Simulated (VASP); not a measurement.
A run of VASP 6.6.1:

INCAR

```
SYSTEM = Hf
ALGO     = Normal         ! electronic algorithm
EDIFF    = 1E-6           ! SCF threshold, eV
ENCUT    = 520            ! plane-wave cutoff, eV
GGA      = PE             ! functional
ISIF     = 2              ! what is computed and relaxed
ISMEAR   = 0              ! smearing method
LASPH    = .TRUE.         ! aspherical terms in the spheres
LCHARG   = .TRUE.         ! write CHGCAR
LELF     = .TRUE.         ! ELF
LREAL    = .FALSE.        ! projectors in reciprocal space
LVHAR    = .TRUE.       
LWAVE    = .FALSE.        ! write WAVECAR
NBANDS   = 11             ! bands
NELM     = 80             ! most SCF steps
PREC     = Accurate       ! precision mode
SIGMA    = 0.1            ! smearing width, eV
```

File KPOINTS:

```
k-points
0
G
  16 16 16
  0 0 0
```

POSCAR

```
Hf
1.0
   -1.7886467000      1.7886467000      1.7886467000
    1.7886467000     -1.7886467000      1.7886467000
    1.7886467000      1.7886467000     -1.7886467000
Hf
1
Direct
    0.0000000000      0.0000000000      0.0000000000
```

Potentials or basis: VASP PAW PBE potentials, release 64 (Hf_pv).

Run with:

```console
$ cat potpaw_PBE.64/Hf_pv/POTCAR > POTCAR
$ mpirun -np 1 vasp_std > vasp.out
```

Hardware: 1 thread of AMD EPYC 9R45 (Zen 5) (shared host).

Question: How long does it take, and how much memory?

Answer: Wall time 28 s on 1 thread of AMD EPYC 9R45 (Zen 5) (shared host), peak memory 0.13 GiB. Counts: scf iterations 11, k points 145.
